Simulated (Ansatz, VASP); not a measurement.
Two plane-wave programs on KCl

```xyz
2
Lattice="3.8354 0.0000 0.0000 0.0000 3.8354 0.0000 0.0000 0.0000 3.8354" Properties=species:S:1:pos:R:3 pbc="T T T"
K     0.0000    0.0000    0.0000
Cl    1.9177    1.9177    1.9177
```

Alike in both runs: task single point; functional PBE; k mesh 8 × 8 × 8; occupations gaussian, width 0.05 eV; no spin polarisation.

```csv
,VASP,Ansatz
version,VASP 6.6.1,Ansatz 0.2.0
potentials or method,"VASP PAW PBE potentials, release 64 (K_sv, Cl), cutoff 520 eV","scalar-relativistic, plane waves, PAW"
valence electrons in the cell,16,16
```

|  | VASP | Ansatz | Ansatz less VASP |
| --- | --- | --- | --- |
| gap on the k mesh at the Fermi level (eV) | 4.81 | 4.81 | +0.001 |
| least direct gap on the mesh (eV) | 5.01 | 5.01 | +0.001 |
| pressure (GPa) | 0.0 | 0.0 | -0.01 |
